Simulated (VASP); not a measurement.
**BaIn3P3: relaxation of cell and atoms with PBE**

BaIn3P3:

```
Ba In P
1.0
     6.03615    0.00000    0.00000
     0.00000    6.03615    0.00000
     0.00000    0.00000    6.03615
Ba In P
1 3 3
Direct
  0.50000 0.50000 0.50000
  0.50000 0.50000 0.00000
  0.00000 0.50000 0.50000
  0.50000 0.00000 0.50000
  0.50000 0.00000 0.00000
  0.00000 0.50000 0.00000
  0.00000 0.00000 0.50000
```

The cell was generated, and may not be a known phase.

```yaml
Program: VASP 6.6.1
Task: relaxation of cell and atoms
Functional: PBE
Potentials_or_basis: VASP PAW PBE potentials, release 64 (Ba_sv, In_d, P)
Cutoff: 600 eV
k_mesh: 6 × 6 × 6
Occupations: gaussian, width 0.1 eV
Spin: no spin polarisation
Dipole_correction: no
Further_INCAR_settings: ALGO = Normal; EDIFF = 1e-06; IBRION = 2; EDIFFG = -0.01; NSW = 100; ISIF = 3
```

```
Relaxed volume                        : 31.95 Å³/atom
Relaxed cell                          : a = 6.070 Å, b = 6.070 Å, c = 6.070 Å, α = 90.00°, β = 90.00°, γ = 90.00°
Space group after relaxing (to 0.1 Å) : Pm-3m (No. 221)
Energy gained by relaxing             : 0.7 meV/atom
Ionic steps                           : 3
Pressure after relaxing               : 0.0 GPa
Band gap on the k mesh                : zero (bands 32 and 33 overlap by 0.41 eV)
```

The path:
| step | energy change (eV) | largest force (eV/Å) | pressure (GPa) | volume (Å³) |
| --- | --- | --- | --- | --- |
| 1 | 0.0000 | 0.0000 | 0.46 | 219.93 |
| 2 | -0.0048 | 0.0000 | 0.09 | 222.82 |
| 3 | -0.0050 | 0.0000 | -0.02 | 223.66 |

Final structure:
```
Ba In P
1.0
     6.07006    0.00000    0.00000
     0.00000    6.07006    0.00000
     0.00000    0.00000    6.07006
Ba In P
1 3 3
Direct
  0.50000 0.50000 0.50000
  0.50000 0.50000 0.00000
  0.00000 0.50000 0.50000
  0.50000 0.00000 0.50000
  0.50000 0.00000 0.00000
  0.00000 0.50000 0.00000
  0.00000 0.00000 0.50000
```

Levels at points of the mesh, in eV from the Fermi level:
```
           k point  band 30  band 31  band 32  band 33  band 34  band 35
(0.00, 0.00, 0.00)    -1.89    -1.89     0.11     0.11     0.11     1.97
(0.50, 0.00, 0.00)    -0.69    -0.69    -0.09    -0.09     0.85     1.42
(0.50, 0.50, 0.00)    -0.74    -0.47     0.28     0.78     1.08     1.08
(0.50, 0.50, 0.50)    -0.21    -0.08    -0.08     0.45     0.45     0.70
```

Wall time 4.2 min on 1 thread of AMD EPYC 9R45 96-Core Processor (Zen 5) (shared host), peak memory 0.43 GiB.

Caveat: spin-orbit coupling is left out, which moves the levels of the heavy elements.
